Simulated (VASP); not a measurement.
Input of a VASP 6.6.1 run:

File INCAR:

```
SYSTEM = MgGe2
ALGO = Normal
EDIFF = 1E-6
ENCUT = 520
GGA = PS
ISIF = 2
ISMEAR = -1
LASPH = .True.
LCHARG = .True.
LELF = .True.
LREAL = .False.
LVHAR = .True.
LWAVE = .False.
NBANDS = 39
NELM = 80
PREC = Accurate
SIGMA = 0.05
```

Contents of KPOINTS:

```
k-points
0
Gamma
  8 8 5
  0 0 0
```

File POSCAR:

```
MgGe2
1.0
    5.4844269371     -1.8374305521      0.0000000000
    5.4844269371      1.8374305521      0.0000000000
   -3.1960295507      0.0000000000      5.9674521542
Ge Mg
4 2
Direct
    0.5292340000      0.5292340000      0.2936210000
    0.4707660000      0.4707660000      0.7063790000
    0.8803900000      0.8803900000      0.9854400000
    0.1196100000      0.1196100000      0.0145600000
    0.8152860000      0.8152860000      0.3492530000
    0.1847140000      0.1847140000      0.6507470000
```

Potentials or basis: VASP PAW PBE potentials, release 64 (Ge_d, Mg).

Run with:

```sh
$ cat potpaw_PBE.64/Ge_d/POTCAR potpaw_PBE.64/Mg/POTCAR > POTCAR
$ mpirun -np 1 vasp_std > vasp.out
```

(1) Predict the pressure.

(2) Predict the largest force.

(3) What does it give for the band gap on the k mesh?

Results:

(1) -1.7 GPa.

(2) 0.143 eV/Å.

(3) zero (band 30 reaches 6.23 eV, above the bottom of band 31 at 4.36 eV).

Caveat: the PAW data sets were made with another functional, which shifts forces and pressure a little.
